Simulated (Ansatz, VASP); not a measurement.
**ScF3: VASP beside Ansatz**

INCAR

```
SYSTEM = ScF3
PREC = Accurate
ENCUT = 520
EDIFF = 1E-6
ISMEAR = 0
SIGMA = 0.05
LREAL = .FALSE.
LASPH = .TRUE.
NELM = 80
ALGO = Normal
ISIF = 2
LWAVE = .FALSE.
LCHARG = .TRUE.
LELF = .TRUE.
LVHAR = .TRUE.
NBANDS = 24
```

The input KPOINTS:

```
Automatic mesh
0
G
  6 6 6
  0 0 0
```

The input POSCAR:

```
ScF3
1.0
    4.1464248234      0.7844587504      0.7844587504
    0.7844587504      4.1464248234      0.7844587504
    0.7844587504      0.7844587504      4.1464248234
Sc F
1 3
Direct
    0.0000000000      0.0000000000      0.0000000000
    0.5000000000      0.0000000000      0.0000000000
    0.0000000000      0.5000000000      0.0000000000
    0.0000000000      0.0000000000      0.5000000000
```

Input for Ansatz:

```yaml
crystal:
  lattice:
    - [4.1464248234, 0.7844587504, 0.7844587504]
    - [0.7844587504, 4.1464248234, 0.7844587504]
    - [0.7844587504, 0.7844587504, 4.1464248234]
  atoms:
    - { symbol: Sc, position: [0.0, 0.0, 0.0] }
    - { symbol: F, position: [0.5, 0.0, 0.0] }
    - { symbol: F, position: [0.0, 0.5, 0.0] }
    - { symbol: F, position: [0.0, 0.0, 0.5] }
basis:
  ecutwfc: 420
kpoints:
  mp_grid: { grid: [6, 6, 6] }
hamiltonian:
  xc: lda
scf:
  occupations: { method: gaussian, width: 0.05 }
output:
  forces: true
  stress: true
  eigenvalues: true
  write_density: true
  write_potential: true
  elf: true
  volumetric_format: npy
```

Alike in both runs: task single point; functional LDA; k mesh 6 × 6 × 6; occupations gaussian, width 0.05 eV; no spin polarisation.

```csv
,VASP,Ansatz
version,VASP 6.6.1,Ansatz 0.2.0
potentials or method,"VASP PAW LDA potentials, release 64 (Sc_sv, F), cutoff 520 eV","scalar-relativistic, plane waves, PAW"
valence electrons in the cell,32,32
```

VASP gave:

- gap on the k mesh at the Fermi level (eV): 2.80
- least direct gap on the mesh (eV): 2.81
- pressure (GPa): -10.3
- traceless stress, the component that is largest in VASP (GPa): -15.86

Problem. Estimate Ansatz's values.

Solution. gap on the k mesh at the Fermi level (eV): 2.83; least direct gap on the mesh (eV): 2.83; pressure (GPa): -10.6; traceless stress, the component that is largest in VASP (GPa): -16.04.

LDA's correlation is that of Perdew and Zunger in VASP and of Perdew and Wang (1992) in Ansatz.
